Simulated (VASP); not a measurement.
Here is a VASP 6.6.1 calculation.

File INCAR:

```
SYSTEM = Zr
PREC = Accurate ; ENCUT = 520
EDIFF = 1E-7 ; ISMEAR = 0
SIGMA = 0.1 ; LREAL = .False.
LASPH = .True. ; NELM = 100
ALGO = Fast ; ISIF = 2
LWAVE = .False. ; LCHARG = .True.
GGA = PE ; LELF = .True.
LVHAR = .True. ; NBANDS = 19
```

KPOINTS

```
Automatic mesh
0
Gamma
  18 18 8
  0 0 0
```

POSCAR

```
Zr
1.0
    3.2330459668      0.0000000000      0.0000000000
   -1.6165229834      2.7998999389      0.0000000000
    0.0000000000      0.0000000000      5.1689926105
Zr
2
Direct
    0.3333333333      0.6666666667      0.2500000000
    0.6666666667      0.3333333333      0.7500000000
```

Potentials or basis: VASP PAW PBE potentials, release 64 (Zr_sv).

The run is started by

```bash
$ cat potpaw_PBE.64/Zr_sv/POTCAR > POTCAR
$ mpirun -np 1 vasp_std > vasp.out
```

(1) Estimate the band gap on the k mesh.

(2) Estimate the pressure.

## Answers

(1) zero (band 12 reaches 9.88 eV, above the bottom of band 13 at 8.70 eV).

(2) 0.0 GPa.
